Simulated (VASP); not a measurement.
Write the native input for VASP 6.6.1 that does the following.

```
Task                   : single point
Functional             : PBE
Potentials or basis    : VASP PAW PBE potentials, release 64 (Hf_pv, Te)
Cutoff                 : 520 eV
k mesh                 : 6 × 6 × 12
Occupations            : gaussian, width 0.1 eV
Spin                   : no spin polarisation
Dipole correction      : no
Further INCAR settings : ALGO = Fast; EDIFF = 1e-07; NBANDS = 37
```

The structure of Hf5Te lies in POSCAR:

```
Hf5Te
1.0
    6.8206696567      0.0000000000      0.0000000000
    0.0000000000      6.8206696567      0.0000000000
    0.0000000000      0.0000000000      3.3760339882
Hf Te
5 1
Direct
    0.7460795060      0.7460795060      0.5000000000
    0.2539204940      0.2539204940      0.5000000000
    0.2539204940      0.7460795060      0.5000000000
    0.7460795060      0.2539204940      0.5000000000
    0.5000000000      0.5000000000      0.0000000000
    0.0000000000      0.0000000000      0.0000000000
```

The cell was built from a structure type or drawn by symmetry, and may not be a known phase.

The input as run:

INCAR

```
SYSTEM = Hf5Te
PREC = Accurate
ENCUT = 520
EDIFF = 1E-7
ISMEAR = 0
SIGMA = 0.1
LREAL = .FALSE.
LASPH = .TRUE.
NELM = 60
ALGO = Fast
ISIF = 2
LWAVE = .FALSE.
LCHARG = .FALSE.
GGA = PE
NBANDS = 37
```

KPOINTS

```
Automatic mesh
0
G
  6 6 12
  0 0 0
```

Potentials or basis: VASP PAW PBE potentials, release 64 (Hf_pv, Te).

The run is started by

```sh
$ cat potpaw_PBE.64/Hf_pv/POTCAR potpaw_PBE.64/Te/POTCAR > POTCAR
$ mpirun -np 1 vasp_std > vasp.out
```

Results of the run:

The pressure is -0.3 GPa. The largest force is 0.008 eV/Å and the band gap on the k mesh is zero (bands 28 and 29 overlap by 0.94 eV).

Caveat: spin-orbit coupling is left out, which moves the levels of the heavy elements.

Run time: 18 min on 1 thread of Intel(R) Xeon(R) Platinum 8488C (Sapphire Rapids), on a shared host, peak memory 0.49 GiB.
